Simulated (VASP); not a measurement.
# PtSeS4 (I422) in VASP: further runs

Runs on PtSeS4. Level: PBE. Tasks: single point, relaxation of cell and atoms.

All numbers are computed with VASP 6.6.1; they aren't measurements. Logs are shortened: lines on timing, memory, paths and dates and some standing lists are left out, and cuts for length are marked.

**1. The cell of the first run**

Symmetry: I422, No. 97, tetragonal system. The conventional cell has a = 5.701 Å, b = 5.701 Å, c = 6.719 Å, α = 90.00°, β = 90.00°, γ = 90.00°. Pt (site symmetry 422) has 8 S at 2.81 Å and 2 Se at 3.36 Å within 3.7 Å. Within 3.7 Å of Se (site symmetry 422) lie 8 S at 2.81 Å and 2 Pt at 3.36 Å. S (site symmetry 2) has 1 S at 2.01 Å within 2.7 Å.

The cell was built from a structure type or drawn by symmetry, and may not be a known phase.

**2. Single point, PBE**

Contents of INCAR:

```
  ALGO = Normal
  EDIFF = 1E-6
  ENCUT = 520
  GGA = PE
  ISIF = 2
  ISMEAR = 0
  LASPH = True
  LCHARG = False
  LREAL = False
  LWAVE = False
  NBANDS = 29
  NELM = 60
  PREC = Accurate
  SIGMA = 0.1
```

Contents of KPOINTS:

```
k-points
0
Gamma
  4 4 4
```

Contents of POSCAR:

```
PtSeS4
1.0
   -2.8504498414      2.8504498414      3.3597035004
    2.8504498414     -2.8504498414      3.3597035004
    2.8504498414      2.8504498414     -3.3597035004
Pt Se S
1 1 4
Direct
    0.0000000000      0.0000000000      0.0000000000
    0.5000000000      0.5000000000      0.0000000000
    0.8746958378      0.3746958378      0.7493916756
    0.6253041622      0.1253041622      0.2506083244
    0.1253041622      0.8746958378      0.5000000000
    0.3746958378      0.6253041622      0.5000000000
```

Potentials or basis: VASP PAW PBE potentials, release 64 (Pt, Se, S).

Launch:

```console
$ cat potpaw_PBE.64/Pt/POTCAR potpaw_PBE.64/Se/POTCAR potpaw_PBE.64/S/POTCAR > POTCAR
$ mpirun -np 1 vasp_std > vasp.out
```

OUTCAR:

```text
EDIFF = 1E-6
   ENCUT = 520
   GGA = PE
   ISIF = 2
   ISMEAR = 0
   LASPH = True
   LREAL = False
   NELM = 60
   PREC = Accurate

 ion  position               nearest neighbor table
   1  0.000  0.000  0.000-   3 2.81   4 2.81   6 2.81   5 2.81   5 2.81   6 2.81   3 2.81   4 2.81

   2  0.500  0.500  0.000-
   3  0.875  0.375  0.749-   4 2.01   1 2.81   1 2.81
   4  0.625  0.125  0.251-   3 2.01   1 2.81   1 2.81
   5  0.125  0.875  0.500-   6 2.01   1 2.81   1 2.81
   6  0.375  0.625  0.500-   5 2.01   1 2.81   1 2.81

  LATTYP: Found a body centered tetragonal cell.
 ALAT       =     5.7008996828
 C/A-ratio  =     1.1786572953

  Lattice vectors:

 A1 = (  -2.8504498414,   2.8504498414,   3.3597035004)
 A2 = (   2.8504498414,  -2.8504498414,   3.3597035004)
 A3 = (   2.8504498414,   2.8504498414,  -3.3597035004)

Analysis of symmetry for initial positions (statically):
=====================================================================
 Subroutine PRICEL returns:
 Original cell was already a primitive cell.

 Routine SETGRP: Setting up the symmetry group for a
 body centered tetragonal supercell.

 Subroutine GETGRP returns: Found  8 space group operations
 (whereof  8 operations were pure point group operations)
 out of a pool of 16 trial point group operations.

The static configuration has the point symmetry D_4 .

Analysis of symmetry for dynamics (positions and initial velocities):
=====================================================================
 Subroutine PRICEL returns:
 Original cell was already a primitive cell.

 Routine SETGRP: Setting up the symmetry group for a
 body centered tetragonal supercell.

 Subroutine GETGRP returns: Found  8 space group operations
 (whereof  8 operations were pure point group operations)
 out of a pool of 16 trial point group operations.

The dynamic configuration has the point symmetry D_4 .

 Subroutine INISYM returns: Found  8 space group operations
 (whereof  8 operations are pure point group operations),
 and found     1 'primitive' translations

----------------------------------------------------------------------------------------

                                     Primitive cell

  volume of cell :     109.1912

  direct lattice vectors                    reciprocal lattice vectors
    -2.850449841  2.850449841  3.359703500     0.000000000  0.175410910  0.148822657
     2.850449841 -2.850449841  3.359703500     0.175410910  0.000000000  0.148822657
     2.850449841  2.850449841 -3.359703500     0.175410910  0.175410910  0.000000000

  length of vectors
     5.247641014  5.247641014  5.247641014     0.230037324  0.230037324  0.248068488

  position of ions in fractional coordinates (direct lattice)
     0.000000000  0.000000000  0.000000000
     0.500000000  0.500000000  0.000000000
     0.874695838  0.374695838  0.749391676
     0.625304162  0.125304162  0.250608324
     0.125304162  0.874695838  0.500000000
     0.374695838  0.625304162  0.500000000

  ion indices of the primitive-cell ions
   primitive index   ion index
                 1           1
                 2           2
                 3           3
                 4           4
                 5           5
                 6           6

----------------------------------------------------------------------------------------

 KPOINTS: k-points

Automatic generation of k-mesh.
 Grid dimensions read from file:
 generate k-points for:    4    4    4

 Generating k-lattice:

  Cartesian coordinates                     Fractional coordinates (reciprocal lattice)
     0.000000000  0.043852727  0.037205664     0.250000000  0.000000000  0.000000000
     0.043852727  0.000000000  0.037205664     0.000000000  0.250000000  0.000000000
     0.043852727  0.043852727  0.000000000     0.000000000  0.000000000  0.250000000

  Length of vectors
     0.057509331  0.057509331  0.062017122

  Shift w.r.t. Gamma in fractional coordinates (k-lattice)
     0.000000000  0.000000000  0.000000000

 Subroutine IBZKPT returns following result:
 ===========================================

 Found     13 irreducible k-points:

 Following reciprocal coordinates:
            Coordinates               Weight
  0.000000  0.000000  0.000000      1.000000
  0.250000  0.000000  0.000000      8.000000
  0.500000  0.000000  0.000000      4.000000
  0.250000  0.250000  0.000000      8.000000
  0.500000  0.250000  0.000000     16.000000
 -0.250000  0.250000  0.000000      4.000000
  0.500000  0.500000  0.000000      2.000000
  0.250000  0.250000  0.250000      2.000000
 -0.250000  0.250000  0.250000      4.000000
  0.500000  0.500000  0.250000      4.000000
 -0.250000  0.500000  0.250000      8.000000
 -0.250000 -0.250000  0.250000      2.000000
  0.500000  0.500000  0.500000      1.000000
   k-points           NKPTS =     13   k-points in BZ     NKDIM =     13   number of bands    NBANDS=     29
   number of dos      NEDOS =    301   number of ions     NIONS =      6
   total plane-waves  NPLWV =  64000
   dimension x,y,z NGX =    40 NGY =   40 NGZ =   40
   dimension x,y,z NGXF=    80 NGYF=   80 NGZF=   80
   ions per type =               1   1   4
   NGX,Y,Z   is equivalent  to a cutoff of  12.67, 12.67, 12.67 a.u.
   NGXF,Y,Z  is equivalent  to a cutoff of  25.34, 25.34, 25.34 a.u.
 SYSTEM =  unknown system
   PREC   = accura    normal or accurate (medium, high low for compatibility)
   ISTART =      0    job   : 0-new  1-cont  2-samecut
   ICHARG =      2    charge: 1-file 2-atom 10-const
   ISPIN  =      1    spin polarized calculation?
   LNONCOLLINEAR =      F non collinear calculations
   LSORBIT =      F    spin-orbit coupling
   LASPH  =      T    aspherical Exc in radial PAW
   ENCUT  =  520.0 eV  38.22 Ry    6.18 a.u.   9.76  9.76  9.76*2*pi/ulx,y,z
   NELM   =     60;   NELMIN=  2; NELMDL= -5     # of ELM steps
   EDIFF  = 0.1E-05   stopping-criterion for ELM
   LREAL  =      F    real-space projection
   EDIFFG = 0.1E-04   stopping-criterion for IOM
   NSW    =      0    number of steps for IOM
   IBRION =     -1    ionic relax: 0-MD 1-quasi-New 2-CG
   NFREE  =      0    steps in history (QN), initial steepest desc. (CG)
   ISIF   =      2    stress and relaxation
   ISYM   =      2    0-nonsym 1-usesym 2-fastsym
   POTIM  = 0.5000    time-step for ionic-motion
   TEBEG  =    0.0;   TEEND  =   0.0 temperature during run
   PSTRESS=    0.0 pullay stress
   NELECT =      40.0000    total number of electrons
   NUPDOWN=      -1.0000    fix difference up-down
   EMIN   =  10.00;   EMAX   =-10.00  energy-range for DOS
   EFERMI =   0.00;   METHOD = LEGACY
   ISMEAR =     0;   SIGMA  =   0.10  broadening in eV -4-tet -1-fermi 0-gaus
   EFERMI_NEDOS =   21; number of points for ismear=-14 and -15
   IALGO  =     38    algorithm
   IMIX   =      4    mixing-type and parameters
     AMIX     =   0.40;   BMIX     =  1.00
     AMIX_MAG =   1.60;   BMIX_MAG =  1.00
  volume/ion in A,a.u.               =      18.20       122.81
  Fermi-wavevector in a.u.,A,eV,Ry     =   1.171383  2.213593 18.669072  1.372138
  Thomas-Fermi vector in A             =   2.307828
   LORBIT       =      0    0 simple, 1 ext, 2 COOP (PROOUT), +10 PAW based schemes
   GGA     = PE    functional components
   LHFCALC =     F    Hartree Fock is set to
   AEXX    =    0.0000 exact exchange contribution
   IVDW    =     0    specifies the selected vdW correction
   LEPSILON=     F    determine dielectric tensor
   LRPA    =     F    only Hartree local field effects (RPA)
 non-spin polarized calculation
 Gauss-broadening in eV      SIGMA  =   0.10
  energy-cutoff  :      520.00
  volume of cell :      109.19
 maximum number of plane-waves:      2965
   NGX = 19   NGY = 19   NGZ = 19

 number of electron      40.0000004 magnetization

 Free energy of the ion-electron system (eV)
  ---------------------------------------------------
  ext. energy  EPLUGINS =         0.00000000
  ---------------------------------------------------
  free energy    TOTEN  =       -23.42932621 eV

  energy without entropy =      -23.42010195  energy(sigma->0) =      -23.42471408

 E-fermi :   6.6538     XC(G=0): -10.7319

 val. band max:        6.5128601317   @ k =   0.5000   0.0000   0.0000
 cond. band min:       6.6764863098   @ k =  -0.2500   0.2500   0.0000
 fundamental gap:      0.1636261781
 Fermi energy:         6.6537726979

 k-point     1 :       0.0000    0.0000    0.0000
  band No.  band energies     occupation
      1     -10.2860      2.00000
      2      -8.5142      2.00000
      3      -5.8561      2.00000
      4      -4.8152      2.00000
      5      -4.8152      2.00000
      6       0.4710      2.00000
[... 21 lines left out ...]
     28      13.6206      0.00000
     29      13.9507      0.00000

 k-point     2 :       0.2500    0.0000    0.0000
  band No.  band energies     occupation
      1     -10.0084      2.00000
      2      -8.7345      2.00000
      3      -6.3280      2.00000
      4      -4.8523      2.00000
      5      -4.6143      2.00000
      6      -0.2863      2.00000
[... 21 lines left out ...]
     28      13.2032      0.00000
     29      13.9945      0.00000

 k-point     3 :       0.5000    0.0000    0.0000
  band No.  band energies     occupation
      1      -9.3968      2.00000
      2      -9.2771      2.00000
      3      -6.7295      2.00000
      4      -4.9326      2.00000
      5      -4.4402      2.00000
      6      -0.6489      2.00000
[... 21 lines left out ...]
     28      13.2289      0.00000
     29      14.1938      0.00000

 k-point     4 :       0.2500    0.2500    0.0000
  band No.  band energies     occupation
      1      -9.6105      2.00000
      2      -8.9785      2.00000
      3      -6.8636      2.00000
      4      -5.0282      2.00000
      5      -4.3548      2.00000
      6      -0.4646      2.00000
[... 245 lines left out ...]
     28      12.8285      0.00000
     29      13.5262      0.00000

 k-point    12 :      -0.2500   -0.2500    0.2500
  band No.  band energies     occupation
      1      -9.9058      2.00000
      2      -8.7184      2.00000
      3      -6.2747      2.00000
      4      -5.1062      2.00000
      5      -4.9242      2.00000
      6       0.0055      2.00000
[... 21 lines left out ...]
     28      12.9122      0.00000
     29      13.5076      0.00000

 k-point    13 :       0.5000    0.5000    0.5000
  band No.  band energies     occupation
      1      -9.4042      2.00000
      2      -8.9057      2.00000
      3      -6.8232      2.00000
      4      -5.2012      2.00000
      5      -5.2012      2.00000
      6      -0.1541      2.00000
[... 21 lines left out ...]
     28      12.8149      0.00000
     29      13.5193      0.00000

------------------------ aborting loop because EDIFF is reached ----------------------------------------

  FORCE on cell =-STRESS in cart. coord.  units (eV):
  Direction    XX          YY          ZZ          XY          YZ          ZX
  --------------------------------------------------------------------------------------
  -------------------------------------------------------------------------------------
  Total       -0.3646364     -0.3646364      0.0184229      0.0000000      0.0000000      0.0000000
  in kB       -5.3503583     -5.3503583      0.2703211      0.0000000      0.0000000      0.0000000
  external PRESSURE =      -3.4767985 kB  Pullay stress =       0.0000000 kB

 VOLUME and BASIS-vectors are now :
 -----------------------------------------------------------------------------
  energy-cutoff  :      520.00
  volume of cell :      109.19
      direct lattice vectors                 reciprocal lattice vectors
    -2.850449841  2.850449841  3.359703500     0.000000000  0.175410910  0.148822657
     2.850449841 -2.850449841  3.359703500     0.175410910  0.000000000  0.148822657
     2.850449841  2.850449841 -3.359703500     0.175410910  0.175410910  0.000000000

 POSITION                                       TOTAL-FORCE (eV/Angst)
 -----------------------------------------------------------------------------------
      0.00000      0.00000      0.00000        -0.000000     -0.000000     -0.000000
      0.00000      0.00000      3.35970         0.000000     -0.000000     -0.000000
      0.71088      3.56133      1.67985        -0.101129     -0.101129     -0.000000
     -0.71088      2.13957      1.67985         0.101129      0.101129      0.000000
      3.56133     -0.71088      1.67985        -0.101129      0.101129     -0.000000
      2.13957      0.71088      1.67985         0.101129     -0.101129     -0.000000
 -----------------------------------------------------------------------------------
    total drift:                               -0.000000      0.000000     -0.000000

  FREE ENERGIE OF THE ION-ELECTRON SYSTEM (eV)
  ---------------------------------------------------
  free  energy   TOTEN  =       -23.4293262133 eV

  energy  without entropy=      -23.4201019502  energy(sigma->0) =      -23.42471408
```

Wall time 26 s (1 thread of Intel Xeon 6975P-C (Granite Rapids), shared host); peak memory 0.24 GiB.

What came out:

- Free energy: -23.4293 eV
- Pressure: -0.3 GPa
- Largest force: 0.143 eV/Å
- Band gap on the k mesh: zero (bands 20 and 21 overlap by 1.29 eV)

Forces in eV/Å, atoms in the order of the input:
```
Pt   0.000  0.000  0.000
Se   0.000  0.000  0.000
S   -0.101 -0.101  0.000
S    0.101  0.101  0.000
S   -0.101  0.101  0.000
S    0.101 -0.101  0.000
```

Stress tensor (GPa, compression positive):
```
-0.54  0.00  0.00
 0.00 -0.54  0.00
 0.00  0.00  0.03
```

Levels at points of the mesh, in eV from the Fermi level:
```
           k point  band 17  band 18  band 19  band 20  band 21  band 22  band 23  band 24
(0.00, 0.00, 0.00)    -1.24    -1.24    -1.17     1.15     1.39     1.67     1.67     2.46
(0.50, 0.00, 0.00)    -1.48    -1.19    -0.55    -0.48    -0.14     0.95     1.64     2.25
(0.50, 0.50, 0.00)    -1.21    -0.92    -0.89    -0.67     0.38     1.00     1.74     2.73
(0.50, 0.50, 0.50)    -1.08    -0.81    -0.81    -0.39     0.35     0.66     0.66     3.53
```

Caveat: the k points lie up to 0.36 Å⁻¹ apart, too coarse for converged energies and pressures of a metal; spin-orbit coupling is left out, which moves the levels of the heavy elements.

**3. Single point, PBE**

This run uses another cell than the first one, of 19.16 Å³/atom.

Contents of INCAR:

```
SYSTEM = PtSeS4
ALGO = Normal
EDIFF = 1E-6
ENCUT = 520
GGA = PE
ISIF = 2
ISMEAR = 0
LASPH = .TRUE.
LCHARG = .FALSE.
LREAL = .FALSE.
LWAVE = .FALSE.
NBANDS = 29
NELM = 80
PREC = Accurate
SIGMA = 0.1
```

Contents of KPOINTS:

```
k-points
0
G
  4 4 4
  0 0 0
```

Contents of POSCAR:

```
PtSeS4
1.0
   -3.2232746700      3.2232746700      2.7663179500
    3.2232746700     -3.2232746700      2.7663179500
    3.2232746700      3.2232746700     -2.7663179500
Pt Se S
1 1 4
Direct
    0.0000000000      0.0000000000      0.0000000000
    0.5000000000      0.5000000000      0.0000000000
    0.9157789900      0.4157789900      0.8315579900
    0.5842210100      0.0842210100      0.1684420100
    0.0842210100      0.9157789900      0.5000000000
    0.4157789900      0.5842210100      0.5000000000
```

Potentials or basis: VASP PAW PBE potentials, release 64 (Pt, Se, S).

Launch:

```console
$ cat potpaw_PBE.64/Pt/POTCAR potpaw_PBE.64/Se/POTCAR potpaw_PBE.64/S/POTCAR > POTCAR
$ mpirun -np 1 vasp_std > vasp.out
```

OUTCAR:

```text
SYSTEM = PtSeS4
   EDIFF = 1E-6
   ENCUT = 520
   GGA = PE
   ISIF = 2
   ISMEAR = 0
   LASPH = .TRUE.
   LREAL = .FALSE.
   NELM = 80
   PREC = Accurate

 ion  position               nearest neighbor table
   1  0.000  0.000  0.000-   2 2.77   2 2.77   4 2.77   3 2.77   5 2.77   5 2.77   6 2.77   6 2.77
                             4 2.77   3 2.77
   2  0.500  0.500  0.000-   1 2.77   1 2.77   4 2.77   3 2.77   6 2.77   6 2.77   5 2.77   5 2.77
[... 614 lines left out ...]
  -------------------------------------------------------------------------------------
  Total       -7.1427340     -7.1427340      1.9624072      0.0000000      0.0000000      0.0000000
  in kB      -99.5447456    -99.5447456     27.3490965      0.0000000      0.0000000      0.0000000
  external PRESSURE =     -57.2467982 kB  Pullay stress =       0.0000000 kB

 VOLUME and BASIS-vectors are now :
 -----------------------------------------------------------------------------
  energy-cutoff  :      520.00
  volume of cell :      114.96
      direct lattice vectors                 reciprocal lattice vectors
    -3.223274670  3.223274670  2.766317950     0.000000000  0.155121748  0.180745673
     3.223274670 -3.223274670  2.766317950     0.155121748  0.000000000  0.180745673
     3.223274670  3.223274670 -2.766317950     0.155121748  0.155121748  0.000000000

 POSITION                                       TOTAL-FORCE (eV/Angst)
 -----------------------------------------------------------------------------------
      0.00000      0.00000      0.00000        -0.000000      0.000000      0.000000
      0.00000      0.00000      2.76632        -0.000000      0.000000      0.000000
      1.06870      4.29198      1.38316         0.119203      0.119203      0.000000
     -1.06870      2.15457      1.38316        -0.119203     -0.119203     -0.000000
      4.29198     -1.06870      1.38316         0.119203     -0.119203     -0.000000
      2.15457      1.06870      1.38316        -0.119203      0.119203     -0.000000
 -----------------------------------------------------------------------------------
    total drift:                               -0.000001      0.000001      0.000000

  FREE ENERGIE OF THE ION-ELECTRON SYSTEM (eV)
  ---------------------------------------------------
  free  energy   TOTEN  =       -20.7040470091 eV

  energy  without entropy=      -20.6833956076  energy(sigma->0) =      -20.69372131
```

stdout:

```text
POSCAR found type information on POSCAR PtSeS
 POSCAR found :  3 types and       6 ions
 scaLAPACK will be used
 LDA part: xc-table for (Slater+PW92), standard interpolation
 POSCAR, INCAR and KPOINTS ok, starting setup
 FFT: planning ... GRIDC
 FFT: planning ... GRID_SOFT
 FFT: planning ... GRID
 WAVECAR not read
 entering main loop
```

Run time: 26 s. Hardware: 1 thread of Intel Xeon 6975P-C (Granite Rapids), shared host; peak memory 0.25 GiB.

Results:

- Free energy: -20.7040 eV
- Pressure: -5.7 GPa
- Largest force: 0.169 eV/Å
- Band gap on the k mesh: zero (bands 20 and 21 overlap by 0.21 eV)

Forces in eV/Å, atoms in the order of the input:
```
Pt   0.000  0.000  0.000
Se   0.000  0.000  0.000
S    0.119  0.119  0.000
S   -0.119 -0.119  0.000
S    0.119 -0.119  0.000
S   -0.119  0.119  0.000
```

Levels at points of the mesh, in eV from the Fermi level:
```
           k point  band 18  band 19  band 20  band 21  band 22  band 23
(0.00, 0.00, 0.00)    -1.71     0.00     0.00     0.02     0.38     0.39
(0.50, 0.00, 0.00)    -1.22    -0.76    -0.31     0.07     0.52     0.84
(0.50, 0.50, 0.00)    -1.07    -0.58    -0.56    -0.14     0.14     0.56
(0.50, 0.50, 0.50)    -0.54    -0.54    -0.15     0.12     0.12     0.55
```

Caveat: the k points lie up to 0.37 Å⁻¹ apart; spin-orbit coupling is left out, which moves the levels of the heavy elements.

(Part 1 of 3 ends here.)
